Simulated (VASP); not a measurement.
Set up this calculation in VASP 6.6.1, as the native input.

```yaml
Task: single point
Functional: LDA
Potentials_or_basis: VASP PAW LDA potentials, release 64 (Re)
Cutoff: 520 eV
k_mesh: 8 × 8 × 8
Occupations: fermi-dirac, width 0.136057 eV
Spin: no spin polarisation
Dipole_correction: no
Further_INCAR_settings: ALGO = Normal; EDIFF = 1e-07; NBANDS = 14
```

The structure of Re lies in POSCAR:

```
Re
1.0
    0.0000000000      2.7804333124      2.7804333124
    2.7804333124      0.0000000000      2.7804333124
    2.7804333124      2.7804333124      0.0000000000
Re
2
Direct
    0.0000000000      0.0000000000      0.0000000000
    0.2500000000      0.2500000000      0.2500000000
```

One way to write it, as run:

INCAR

```
SYSTEM = Re
  PREC = Accurate
  ENCUT = 520
  EDIFF = 1E-7
  ISMEAR = -1
  SIGMA = 0.13605693000000002
  LREAL = .FALSE.
  LASPH = .TRUE.
  NELM = 80
  ALGO = Normal
  ISIF = 2
  LWAVE = .FALSE.
  LCHARG = .FALSE.
  NBANDS = 14
```

KPOINTS

```
Automatic mesh
0
G
  8 8 8
  0 0 0
```

Potentials or basis: VASP PAW LDA potentials, release 64 (Re).

Launch:

```sh
$ cat potpaw_LDA.64/Re/POTCAR > POTCAR
$ mpirun -np 1 vasp_std > vasp.out
```

Results of the run:

| Item | Value |
| --- | --- |
| Pressure | -1.5 GPa |
| Band gap on the k mesh | zero (band 7 reaches 4.38 eV, above the bottom of band 8 at 2.89 eV) |

Caveat: spin-orbit coupling is left out, which moves the levels of the heavy elements.

It took 24 s on 1 thread of Intel(R) Xeon(R) Platinum 8375C CPU @ 2.90GHz (Ice Lake), on a shared host, peak memory 0.15 GiB.
